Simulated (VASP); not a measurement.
Wanted: the native input for a VASP 6.6.1 run.

```
Task                   : single point
Functional             : PBE
Potentials or basis    : VASP PAW PBE potentials, release 64 (Bi_d, Pt)
Cutoff                 : 520 eV
k mesh                 : 12 × 12 × 12
Occupations            : gaussian, width 0.1 eV
Spin                   : no spin polarisation
Dipole correction      : no
Further INCAR settings : ALGO = Fast; EDIFF = 1e-06; NBANDS = 24
```

The structure of BiPt2 lies in POSCAR:

```
BiPt2
1.0
    4.4572124389      0.0000000000      0.0000000000
   -2.2286062194      3.8600592021      0.0000000000
    0.0000000000      0.0000000000      3.7124422234
Bi Pt
1 2
Direct
    0.0000000000      0.0000000000      0.0000000000
    0.3333333333      0.6666666667      0.5000000000
    0.6666666667      0.3333333333      0.5000000000
```

The input as run:

INCAR

```
SYSTEM = BiPt2
PREC     = Accurate       ! precision mode
ENCUT    = 520            ! plane-wave cutoff, eV
EDIFF    = 1E-6           ! SCF threshold, eV
ISMEAR   = 0              ! smearing method
SIGMA    = 0.1            ! smearing width, eV
LREAL    = .FALSE.        ! projectors in reciprocal space
LASPH    = .TRUE.         ! aspherical terms in the spheres
NELM     = 80             ! most SCF steps
ALGO     = Fast           ! electronic algorithm
ISIF     = 2              ! what is computed and relaxed
LWAVE    = .FALSE.        ! write WAVECAR
LCHARG   = .FALSE.        ! write CHGCAR
GGA      = PE             ! functional
NBANDS   = 24             ! bands
```

KPOINTS

```
Automatic mesh
0
G
  12 12 12
  0 0 0
```

Potentials or basis: VASP PAW PBE potentials, release 64 (Bi_d, Pt).

The run is started by

```bash
$ cat potpaw_PBE.64/Bi_d/POTCAR potpaw_PBE.64/Pt/POTCAR > POTCAR
$ mpirun -np 1 vasp_std > vasp.out
```

It gave:

```yaml
Pressure: -0.2 GPa
```

Wall time 85 s on 1 thread of Intel(R) Xeon(R) Platinum 8559C (Emerald Rapids) (shared host), peak memory 0.32 GiB.
